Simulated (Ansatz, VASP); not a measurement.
# Two plane-wave programs on Lu

```
Lu
1.0
     3.38239    0.00000    0.00000
    -1.69120    2.92924    0.00000
     0.00000    0.00000    5.25241
Lu
2
Direct
  0.33333 0.66667 0.25000
  0.66667 0.33333 0.75000
```

Alike in both runs: task single point; functional LDA; k mesh 11 × 11 × 6; no spin polarisation.

|  | VASP | Ansatz |
| --- | --- | --- |
| version | VASP 6.6.1 | Ansatz 0.2.0 |
| potentials or method | VASP PAW PBE potentials, release 64 (Lu), cutoff 520 eV | plane waves (420 eV) with PAW, scalar-relativistic |
| occupations | methfessel-paxton of order 1, width 0.01 eV | cold, width 0.01 eV |
| valence electrons in the cell | 50 | 50 |

|  | VASP | Ansatz | Ansatz less VASP |
| --- | --- | --- | --- |
| pressure (GPa) | -0.1 | -0.4 | -0.27 |
| traceless stress, the component that is largest in VASP (GPa) | -0.50 | -0.48 | +0.020 |

VASP's potentials were made for PBE, not for LDA, and Ansatz warns of the same on its side. LDA's correlation is that of Perdew and Zunger in VASP and of Perdew and Wang (1992) in Ansatz.

Neither program's run includes spin-orbit coupling.
